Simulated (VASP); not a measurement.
A run of VASP 6.6.1 is set up as follows.

File POSCAR:

```
Ti
1.0
    2.7736581226      0.0000000000      0.0000000000
   -1.3868290613      2.5418607360      0.0000000000
    0.0000000000      0.0000000000      4.9631078732
Ti
2
Direct
    0.3333333333      0.6666666667      0.2500000000
    0.6666666667      0.3333333333      0.7500000000
```

INCAR.step1

```
SYSTEM = Ti
PREC = Accurate ; ENCUT = 520
ISMEAR = 1 ; SIGMA = 0.05
LREAL = .False. ; LASPH = .True.
NELM = 60 ; NBANDS = 19
GGA = PE ; ALGO = Normal
EDIFF = 1E-4 ; LWAVE = .True.
LCHARG = .False.
```

File INCAR.step2:

```
SYSTEM = Ti
PREC = Accurate ; ENCUT = 520
EDIFF = 1E-6 ; ISMEAR = 1
SIGMA = 0.05 ; LREAL = .False.
LASPH = .True. ; NELM = 60
ALGO = Normal ; ISIF = 2
LWAVE = .False. ; LCHARG = .False.
METAGGA = R2SCAN ; LMIXTAU = .True.
NBANDS = 19 ; ISTART = 1
```

KPOINTS

```
regular mesh
0
Gamma
  18 18 10
  0 0 0
```

Potentials or basis: VASP PAW PBE potentials, release 64 (Ti_sv).

Launch:

```bash
$ cat potpaw_PBE.64/Ti_sv/POTCAR > POTCAR
$ cp INCAR.step1 INCAR
$ mpirun -np 1 vasp_std > vasp.out
$ cp INCAR.step2 INCAR
$ mpirun -np 1 vasp_std > vasp.out
```

(1) What does it give for the pressure?

(2) Predict the band gap on the k mesh.

(3) What does it give for the largest force?

Answers

(1) -0.8 GPa.

(2) zero (band 12 reaches 8.72 eV, above the bottom of band 13 at 7.93 eV).

(3) 0.123 eV/Å.

Caveat: the cell differs from its parent crystal (normal strain along x -0.0550, normal strain along z +0.0700); the PAW data sets were made with another functional, which shifts forces and pressure a little.
